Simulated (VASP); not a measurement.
Wanted: the native input for a VASP 6.6.1 run.

| Quantity | Value |
| --- | --- |
| Task | single point |
| Functional | PBE |
| Potentials or basis | VASP PAW PBE potentials, release 64 (Nb_sv, As) |
| Cutoff | 520 eV |
| k mesh | 11 × 11 × 11 |
| Occupations | gaussian, width 0.016 eV |
| Spin | no spin polarisation |
| Dipole correction | no |
| Further INCAR settings | ALGO = Normal; EDIFF = 1e-06; NBANDS = 26 |

The structure of NbAs lies in POSCAR:

```
NbAs
1.0
   -1.7258500000      1.7258500000      5.8400000000
    1.7258500000     -1.7258500000      5.8400000000
    1.7258500000      1.7258500000     -5.8400000000
Nb As
2 2
Direct
    0.5000000000      0.0000000000      0.5000000000
    0.7500000000      0.7500000000      0.0000000000
    0.9160000000      0.4160000000      0.5000000000
    0.1660000000      0.1660000000      0.0000000000
```

One way to write it, as run:

INCAR

```
SYSTEM = NbAs
  ALGO = Normal
  EDIFF = 1E-6
  ENCUT = 520
  GGA = PE
  ISIF = 2
  ISMEAR = 0
  LASPH = .TRUE.
  LCHARG = .TRUE.
  LELF = .TRUE.
  LREAL = .FALSE.
  LVHAR = .TRUE.
  LWAVE = .FALSE.
  NBANDS = 26
  NELM = 100
  PREC = Accurate
  SIGMA = 0.016
```

KPOINTS

```
k-points
0
G
  11 11 11
  0 0 0
```

Potentials or basis: VASP PAW PBE potentials, release 64 (Nb_sv, As).

Command:

```sh
$ cat potpaw_PBE.64/Nb_sv/POTCAR potpaw_PBE.64/As/POTCAR > POTCAR
$ mpirun -np 1 vasp_std > vasp.out
```

Results of the run:

The pressure is 3.3 GPa and the largest force is 0.303 eV/Å. The band gap on the k mesh is 0.02 eV (least direct gap 0.07 eV).

Caveat: the cell stands under pressure; an odd mesh through Γ misses points on the zone boundary, where band edges can lie.

Run time: 5.5 min on 1 thread of AMD EPYC 9R45 96-Core Processor (Zen 5) (shared host), peak memory 0.42 GiB.
